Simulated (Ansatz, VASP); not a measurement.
Two plane-wave programs on Ta2N

```
Ta N
1.0
     5.26415    0.00000    0.00000
    -2.63207    4.55889    0.00000
     0.00000    0.00000    4.81828
Ta N
6 3
Cartesian
  1.6296 2.8225 3.6263
  -1.0025 1.7364 3.6263
  2.0050 0.0000 3.6263
  1.0025 1.7364 1.1920
  -1.6296 2.8225 1.1920
  3.2591 0.0000 1.1920
  2.6321 1.5196 2.4091
  0.0000 3.0393 2.4091
  0.0000 0.0000 0.0000
```

Alike in both runs: task single point; functional LDA; k mesh 9 × 9 × 8; occupations gaussian, width 0.15 eV; no spin polarisation.

|  | VASP | Ansatz |
| --- | --- | --- |
| version | VASP 6.6.1 | Ansatz 0.2.0 |
| potentials or method | VASP PAW LDA potentials, release 64 (Ta_pv, N), cutoff 520 eV | scalar-relativistic, plane waves, PAW |
| valence electrons in the cell | 81 | 93 |

```csv
,VASP,Ansatz,Ansatz less VASP
gap on the k mesh at the Fermi level (eV),none,none,-
pressure (GPa),19.1,17.4,-1.74
"traceless stress, the component that is largest in VASP (GPa)",3.08,3.04,-0.040
rms of the force components (eV/Å),3.045,3.017,-0.0276
```

Ansatz warns that its potentials were made for another functional, while VASP's fit it. LDA's correlation is that of Perdew and Zunger in VASP and of Perdew and Wang (1992) in Ansatz. Atom by atom the forces differ by 0.031 eV/Å (rms over components). A gap of «none» marks a metal or a gap that the smearing closes. VASP's potentials hold 81 valence electrons a cell and Ansatz's 93, so a difference there can come from the potentials and not from the codes.

Spin-orbit coupling is off throughout.
